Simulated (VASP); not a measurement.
Here is a VASP 6.6.1 calculation.

INCAR

```
SYSTEM = CeO2
  PREC = Accurate
  ENCUT = 520
  EDIFF = 1E-7
  ISMEAR = 0
  SIGMA = 0.05
  LREAL = .FALSE.
  LASPH = .TRUE.
  NELM = 60
  ALGO = Normal
  ISIF = 2
  LWAVE = .FALSE.
  LCHARG = .FALSE.
  GGA = RE
  NBANDS = 19
```

KPOINTS

```
Automatic mesh
0
G
  10 10 10
  0 0 0
```

Contents of POSCAR:

```
CeO2
1.0
    1.9316244551      1.1152238991      3.1555473298
   -1.9316244551      1.1152238991      3.1555473298
    0.0000000000     -2.2304477983      3.1555473297
Ce O
1 2
Direct
    0.0000000000      0.0000000000      0.0000000000
    0.2499945096      0.2499945096      0.2499945096
    0.7500054904      0.7500054904      0.7500054904
```

Potentials or basis: VASP PAW PBE potentials, release 64 (Ce, O).

Command:

```bash
$ cat potpaw_PBE.64/Ce/POTCAR potpaw_PBE.64/O/POTCAR > POTCAR
$ mpirun -np 1 vasp_std > vasp.out
```

(1) Predict the band gap on the k mesh.

(2) Estimate the pressure.

Results:

(1) 1.89 eV (least direct gap 1.96 eV).

(2) 2.8 GPa.

Caveat: the PAW data sets were made with another functional, which shifts forces and pressure a little; spin-orbit coupling is left out, which moves the levels of the heavy elements.
